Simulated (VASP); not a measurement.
# Ca (Im-3m) in VASP: further runs

The runs below take Ca through single point, with PBE.

All numbers are computed with VASP 6.6.1; they aren't measurements. Logs are shortened: lines on timing, memory, paths and dates and some standing lists are left out, and cuts for length are marked.

## (1) The cell of the first run

It takes space group Im-3m (No. 229, cubic). Conventional cell: a = 4.480 Å, b = 4.480 Å, c = 4.480 Å, α = 90.00°, β = 90.00°, γ = 90.00°. Ca (site symmetry m-3m) has 14 Ca at 3.88 to 4.48 Å within 5.1 Å.

## (2) Single point, PBE

The input, INCAR:

```
SYSTEM = Ca
PREC = Accurate
ENCUT = 520
EDIFF = 1E-6
ISMEAR = 0
SIGMA = 0.1
LREAL = .FALSE.
LASPH = .TRUE.
NELM = 60
ALGO = Normal
ISIF = 2
LWAVE = .FALSE.
LCHARG = .FALSE.
GGA = PE
NBANDS = 11
```

The input, KPOINTS:

```
regular mesh
0
G
  14 14 14
  0 0 0
```

The input, POSCAR:

```
Ca
1.0
   -2.2400000000      2.2400000000      2.2400000000
    2.2400000000     -2.2400000000      2.2400000000
    2.2400000000      2.2400000000     -2.2400000000
Ca
1
Direct
    0.0000000000      0.0000000000      0.0000000000
```

Potentials or basis: VASP PAW PBE potentials, release 64 (Ca_sv).

The run is started by

```sh
> cat potpaw_PBE.64/Ca_sv/POTCAR > POTCAR
> mpirun -np 1 vasp_std > vasp.out
```

OUTCAR:

```text
SYSTEM = Ca
   PREC = Accurate
   ENCUT = 520
   EDIFF = 1E-6
   ISMEAR = 0
   LREAL = .FALSE.
   LASPH = .TRUE.
   NELM = 60
   ISIF = 2
   GGA = PE

 ion  position               nearest neighbor table
   1  0.000  0.000  0.000-

  LATTYP: Found a body centered cubic cell.
 ALAT       =     4.4800000000

  Lattice vectors:

 A1 = (  -2.2400000000,   2.2400000000,   2.2400000000)
 A2 = (   2.2400000000,  -2.2400000000,   2.2400000000)
 A3 = (   2.2400000000,   2.2400000000,  -2.2400000000)

Analysis of symmetry for initial positions (statically):
=====================================================================
 Subroutine PRICEL returns:
 Original cell was already a primitive cell.

 Routine SETGRP: Setting up the symmetry group for a
 body centered cubic supercell.

 Subroutine GETGRP returns: Found 48 space group operations
 (whereof 48 operations were pure point group operations)
 out of a pool of 48 trial point group operations.

The static configuration has the point symmetry O_h .

Analysis of symmetry for dynamics (positions and initial velocities):
=====================================================================
 Subroutine PRICEL returns:
 Original cell was already a primitive cell.

 Routine SETGRP: Setting up the symmetry group for a
 body centered cubic supercell.

 Subroutine GETGRP returns: Found 48 space group operations
 (whereof 48 operations were pure point group operations)
 out of a pool of 48 trial point group operations.

The dynamic configuration has the point symmetry O_h .

 Subroutine INISYM returns: Found 48 space group operations
 (whereof 48 operations are pure point group operations),
 and found     1 'primitive' translations

----------------------------------------------------------------------------------------

                                     Primitive cell

  volume of cell :      44.9577

  direct lattice vectors                    reciprocal lattice vectors
    -2.240000000  2.240000000  2.240000000     0.000000000  0.223214286  0.223214286
     2.240000000 -2.240000000  2.240000000     0.223214286  0.000000000  0.223214286
     2.240000000  2.240000000 -2.240000000     0.223214286  0.223214286  0.000000000

  length of vectors
     3.879793809  3.879793809  3.879793809     0.315672670  0.315672670  0.315672670

  position of ions in fractional coordinates (direct lattice)
     0.000000000  0.000000000  0.000000000

  ion indices of the primitive-cell ions
   primitive index   ion index
                 1           1

[... 78 lines left out ...]
   ISYM   =      2    0-nonsym 1-usesym 2-fastsym
   POTIM  = 0.5000    time-step for ionic-motion
   TEBEG  =    0.0;   TEEND  =   0.0 temperature during run
   PSTRESS=    0.0 pullay stress
   NELECT =      10.0000    total number of electrons
   NUPDOWN=      -1.0000    fix difference up-down
   EMIN   =  10.00;   EMAX   =-10.00  energy-range for DOS
   EFERMI =   0.00;   METHOD = LEGACY
   ISMEAR =     0;   SIGMA  =   0.10  broadening in eV -4-tet -1-fermi 0-gaus
   EFERMI_NEDOS =   21; number of points for ismear=-14 and -15
   IALGO  =     38    algorithm
   IMIX   =      4    mixing-type and parameters
     AMIX     =   0.40;   BMIX     =  1.00
     AMIX_MAG =   1.60;   BMIX_MAG =  1.00
  volume/ion in A,a.u.               =      44.96       303.39
  Fermi-wavevector in a.u.,A,eV,Ry     =   0.991913  1.874443 13.386649  0.983891
  Thomas-Fermi vector in A             =   2.123688
   LORBIT       =      0    0 simple, 1 ext, 2 COOP (PROOUT), +10 PAW based schemes
   GGA     = PE    functional components
   LHFCALC =     F    Hartree Fock is set to
   AEXX    =    0.0000 exact exchange contribution
   IVDW    =     0    specifies the selected vdW correction
   LEPSILON=     F    determine dielectric tensor
   LRPA    =     F    only Hartree local field effects (RPA)
 non-spin polarized calculation
 Gauss-broadening in eV      SIGMA  =   0.10
  energy-cutoff  :      520.00
  volume of cell :       44.96
 maximum number of plane-waves:      1264
 NGX is ok and might be reduce to    30
   NGX = 15   NGY = 15   NGZ = 15

 number of electron      10.0000001 magnetization

 Free energy of the ion-electron system (eV)
  ---------------------------------------------------
  ext. energy  EPLUGINS =         0.00000000
  ---------------------------------------------------
  free energy    TOTEN  =        -1.90841031 eV

  energy without entropy =       -1.89990348  energy(sigma->0) =       -1.90415690

 E-fermi :   1.7695     XC(G=0):  -7.5430

 val. band max:        1.7645188228   @ k =  -0.4286   0.4286   0.4286
 cond. band min:       1.7706403033   @ k =   0.5000   0.5000   0.2857
 fundamental gap:      0.0061214805
 Fermi energy:         1.7695316632

 k-point     1 :       0.0000    0.0000    0.0000
  band No.  band energies     occupation
      1     -40.4540      2.00000
      2     -21.3757      2.00000
      3     -21.3757      2.00000
      4     -21.3757      2.00000
      5      -2.1920      2.00000
      6       3.9627      0.00000
      7       3.9627      0.00000
      8       3.9627      0.00000
      9       4.9508      0.00000
     10       4.9508      0.00000
     11      11.6489      0.00000
[... 309 lines left out ...]
 k-point    24 :       0.3571    0.2857    0.0000
  band No.  band energies     occupation
      1     -40.4418      2.00000
      2     -21.4603      2.00000
      3     -21.4434      2.00000
      4     -21.3894      2.00000
      5       1.7800      0.88223
      6       1.8481      0.26623
      7       2.3733      0.00000
      8       4.9711      0.00000
      9       5.1155      0.00000
     10       5.9921      0.00000
     11       6.5844      0.00000

 [... further k-points ...]

------------------------ aborting loop because EDIFF is reached ----------------------------------------

  FORCE on cell =-STRESS in cart. coord.  units (eV):
  Direction    XX          YY          ZZ          XY          YZ          ZX
  --------------------------------------------------------------------------------------
  -------------------------------------------------------------------------------------
  Total       -0.2687280     -0.2687280     -0.2687280     -0.0000000      0.0000000     -0.0000000
  in kB       -9.5767789     -9.5767789     -9.5767789     -0.0000000      0.0000000     -0.0000000
  external PRESSURE =      -9.5767789 kB  Pullay stress =       0.0000000 kB

 VOLUME and BASIS-vectors are now :
 -----------------------------------------------------------------------------
  energy-cutoff  :      520.00
  volume of cell :       44.96
      direct lattice vectors                 reciprocal lattice vectors
    -2.240000000  2.240000000  2.240000000     0.000000000  0.223214286  0.223214286
     2.240000000 -2.240000000  2.240000000     0.223214286  0.000000000  0.223214286
     2.240000000  2.240000000 -2.240000000     0.223214286  0.223214286  0.000000000

 POSITION                                       TOTAL-FORCE (eV/Angst)
 -----------------------------------------------------------------------------------
      0.00000      0.00000      0.00000         0.000000      0.000000     -0.000000
 -----------------------------------------------------------------------------------
    total drift:                               -0.000000     -0.000000      0.000000

  FREE ENERGIE OF THE ION-ELECTRON SYSTEM (eV)
  ---------------------------------------------------
  free  energy   TOTEN  =        -1.9084103084 eV

  energy  without entropy=       -1.8999034823  energy(sigma->0) =       -1.90415690
```

Wall time 31 s (1 thread of Intel Xeon Platinum 8488C (Sapphire Rapids), shared host); peak memory 0.19 GiB.

Results:

| Quantity | Value |
| --- | --- |
| Free energy | -1.9084 eV |
| Pressure | -1.0 GPa |
| Band gap on the k mesh | zero (band 5 reaches 1.99 eV, above the bottom of band 6 at 1.69 eV) |

## (3) Single point, PBE (volume scaled by 1.06)

The input, INCAR:

```
PREC     = Accurate       # precision mode
ENCUT    = 520            # plane-wave cutoff, eV
EDIFF    = 1E-6           # SCF threshold, eV
ISMEAR   = 0              # smearing method
SIGMA    = 0.1            # smearing width, eV
LREAL    = False          # projectors in reciprocal space
LASPH    = True           # aspherical terms in the spheres
NELM     = 100            # most SCF steps
ALGO     = Normal         # electronic algorithm
ISIF     = 2              # what is computed and relaxed
LWAVE    = False          # write WAVECAR
LCHARG   = False          # write CHGCAR
GGA      = PE             # functional
NBANDS   = 11             # bands
```

The input, KPOINTS:

```
Automatic mesh
0
Gamma
  14 14 14
```

The input, POSCAR:

```
Ca
1.0
   -2.2334533861      2.2334533861      2.2334533861
    2.2334533861     -2.2334533861      2.2334533861
    2.2334533861      2.2334533861     -2.2334533861
Ca
1
Direct
    0.0000000000      0.0000000000      0.0000000000
```

Potentials or basis: VASP PAW PBE potentials, release 64 (Ca_sv).

The run is started by

```sh
> cat potpaw_PBE.64/Ca_sv/POTCAR > POTCAR
> mpirun -np 1 vasp_std > vasp.out
```

OUTCAR:

```text
PREC = Accurate
   ENCUT = 520
   EDIFF = 1E-6
   ISMEAR = 0
   LREAL = False
   LASPH = True
   NELM = 100
   ISIF = 2
   GGA = PE

 ion  position               nearest neighbor table
   1  0.000  0.000  0.000-

  LATTYP: Found a body centered cubic cell.
 ALAT       =     4.4669067722

  Lattice vectors:

 A1 = (  -2.2334533861,   2.2334533861,   2.2334533861)
 A2 = (   2.2334533861,  -2.2334533861,   2.2334533861)
 A3 = (   2.2334533861,   2.2334533861,  -2.2334533861)

Analysis of symmetry for initial positions (statically):
=====================================================================
 Subroutine PRICEL returns:
 Original cell was already a primitive cell.

 Routine SETGRP: Setting up the symmetry group for a
 body centered cubic supercell.

 Subroutine GETGRP returns: Found 48 space group operations
 (whereof 48 operations were pure point group operations)
 out of a pool of 48 trial point group operations.

The static configuration has the point symmetry O_h .

[... 164 lines left out ...]
 Fermi energy:         1.8035010969

 k-point     1 :       0.0000    0.0000    0.0000
  band No.  band energies     occupation
      1     -40.3991      2.00000
      2     -21.3201      2.00000
      3     -21.3201      2.00000
      4     -21.3201      2.00000
      5      -2.1746      2.00000
      6       4.0092      0.00000
      7       4.0092      0.00000
      8       4.0092      0.00000
      9       5.0063      0.00000
     10       5.0063      0.00000
     11      11.7253      0.00000
[... 309 lines left out ...]
 k-point    24 :       0.3571    0.2857    0.0000
  band No.  band energies     occupation
      1     -40.3863      2.00000
      2     -21.4074      2.00000
      3     -21.3899      2.00000
      4     -21.3342      2.00000
      5       1.8140      0.88159
      6       1.8834      0.25828
      7       2.4093      0.00000
      8       5.0281      0.00000
      9       5.1739      0.00000
     10       6.0730      0.00000
     11       6.6589      0.00000

 [... further k-points ...]

------------------------ aborting loop because EDIFF is reached ----------------------------------------

  FORCE on cell =-STRESS in cart. coord.  units (eV):
  Direction    XX          YY          ZZ          XY          YZ          ZX
  --------------------------------------------------------------------------------------
  -------------------------------------------------------------------------------------
  Total       -0.2322343     -0.2322343     -0.2322343     -0.0000000     -0.0000000      0.0000000
  in kB       -8.3492270     -8.3492270     -8.3492270     -0.0000000     -0.0000000      0.0000000
  external PRESSURE =      -8.3492270 kB  Pullay stress =       0.0000000 kB

 VOLUME and BASIS-vectors are now :
 -----------------------------------------------------------------------------
  energy-cutoff  :      520.00
  volume of cell :       44.56
      direct lattice vectors                 reciprocal lattice vectors
    -2.233453386  2.233453386  2.233453386     0.000000000  0.223868563  0.223868563
     2.233453386 -2.233453386  2.233453386     0.223868563  0.000000000  0.223868563
     2.233453386  2.233453386 -2.233453386     0.223868563  0.223868563  0.000000000

 POSITION                                       TOTAL-FORCE (eV/Angst)
 -----------------------------------------------------------------------------------
      0.00000      0.00000      0.00000        -0.000000      0.000000      0.000000
 -----------------------------------------------------------------------------------
    total drift:                               -0.000000     -0.000000      0.000000

  FREE ENERGIE OF THE ION-ELECTRON SYSTEM (eV)
  ---------------------------------------------------
  free  energy   TOTEN  =        -1.9105690020 eV

  energy  without entropy=       -1.9020411025  energy(sigma->0) =       -1.90630505
```

stdout:

```text
POSCAR found type information on POSCAR Ca
 POSCAR found :  1 types and       1 ions
 scaLAPACK will be used
 LDA part: xc-table for (Slater+PW92), standard interpolation
 POSCAR, INCAR and KPOINTS ok, starting setup
 FFT: planning ... GRIDC
 FFT: planning ... GRID_SOFT
 FFT: planning ... GRID
 WAVECAR not read
 entering main loop
```

Run time: 31 s. Hardware: 1 thread of Intel Xeon Platinum 8488C (Sapphire Rapids), shared host; peak memory 0.19 GiB.

Results:

| Item | Value |
| --- | --- |
| Free energy | -1.9106 eV |
| Pressure | -0.8 GPa |
| Band gap on the k mesh | zero (band 5 reaches 2.02 eV, above the bottom of band 6 at 1.73 eV) |
